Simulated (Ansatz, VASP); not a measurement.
## One calculation of AlAs, two programs

Contents of INCAR:

```
SYSTEM = AlAs
  PREC = Accurate
  ENCUT = 500
  EDIFF = 1E-6
  ISMEAR = 0
  SIGMA = 0.1
  LREAL = .FALSE.
  LASPH = .TRUE.
  NELM = 120
  ALGO = Normal
  ISIF = 2
  LWAVE = .FALSE.
  LCHARG = .FALSE.
  NBANDS = 11
  GGA_COMPAT = .FALSE.
```

Contents of KPOINTS:

```
regular mesh
0
G
  6 6 6
  0 0 0
```

File POSCAR:

```
AlAs
1.0
    0.0000000000      2.8304000000      2.8304000000
    2.8304000000      0.0000000000      2.8304000000
    2.8304000000      2.8304000000      0.0000000000
Al As
1 1
Direct
    0.0000000000      0.0000000000      0.0000000000
    0.2500000000      0.2500000000      0.2500000000
```

Input for Ansatz:

```yaml
crystal:
  lattice:
    - [0.0, 2.8304, 2.8304]
    - [2.8304, 0.0, 2.8304]
    - [2.8304, 2.8304, 0.0]
  atoms:
    - { symbol: Al, position: [0.0, 0.0, 0.0] }
    - { symbol: As, position: [0.25, 0.25, 0.25] }
basis:
  ecutwfc: 420
kpoints:
  mp_grid: { grid: [6, 6, 6] }
hamiltonian:
  xc: lda
scf:
  occupations: { method: gaussian, width: 0.1 }
output:
  forces: true
  stress: true
  eigenvalues: true
```

Alike in both runs: task single point; functional LDA; k mesh 6 × 6 × 6; occupations gaussian, width 0.1 eV; no spin polarisation.

|  | VASP | Ansatz |
| --- | --- | --- |
| version | VASP 6.6.1 | Ansatz 0.2.0 |
| potentials or method | VASP PAW LDA potentials, release 64 (Al, As), cutoff 500 eV | scalar-relativistic, plane waves, PAW |
| valence electrons in the cell | 8 | 18 |

|  | VASP | Ansatz | Ansatz less VASP |
| --- | --- | --- | --- |
| gap on the k mesh at the Fermi level (eV) | 1.33 | 1.35 | +0.013 |
| least direct gap on the mesh (eV) | 1.88 | 1.85 | -0.035 |
| pressure (GPa) | -0.9 | -1.2 | -0.33 |

LDA's correlation is that of Perdew and Zunger in VASP and of Perdew and Wang (1992) in Ansatz. VASP's potentials hold 8 valence electrons a cell and Ansatz's 18, so a difference there can come from the potentials and not from the codes.
